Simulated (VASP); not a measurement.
A run of VASP 6.6.1:

The input INCAR:

```
SYSTEM = Si
  PREC = Accurate
  ENCUT = 520
  EDIFF = 1E-7
  ISMEAR = -1
  SIGMA = 0.1
  LREAL = .False.
  LASPH = .True.
  NELM = 60
  ALGO = Normal
  ISIF = 2
  LWAVE = .False.
  LCHARG = .False.
  NBANDS = 8
```

File KPOINTS:

```
Automatic mesh
0
Gamma
  16 16 16
  0 0 0
```

File POSCAR:

```
Si
1.0
    2.2820925752      0.0000000000      0.0000000000
    0.0000000000      2.2820925752      0.0000000000
    0.0000000000      0.0000000000      2.2820925752
Si
1
Direct
    0.0000000000      0.0000000000      0.0000000000
```

Potentials or basis: VASP PAW LDA potentials, release 64 (Si).

Command:

```console
$ cat potpaw_LDA.64/Si/POTCAR > POTCAR
$ mpirun -np 1 vasp_std > vasp.out
```

Hardware: 1 thread of Intel(R) Xeon(R) Platinum 8488C (Sapphire Rapids) (shared host).

Q: How long does it take, and how much memory?

A: Wall time 7.2 s on 1 thread of Intel(R) Xeon(R) Platinum 8488C (Sapphire Rapids), with other jobs on the host, peak memory 0.11 GiB. Counts: scf iterations 9, k points 165.
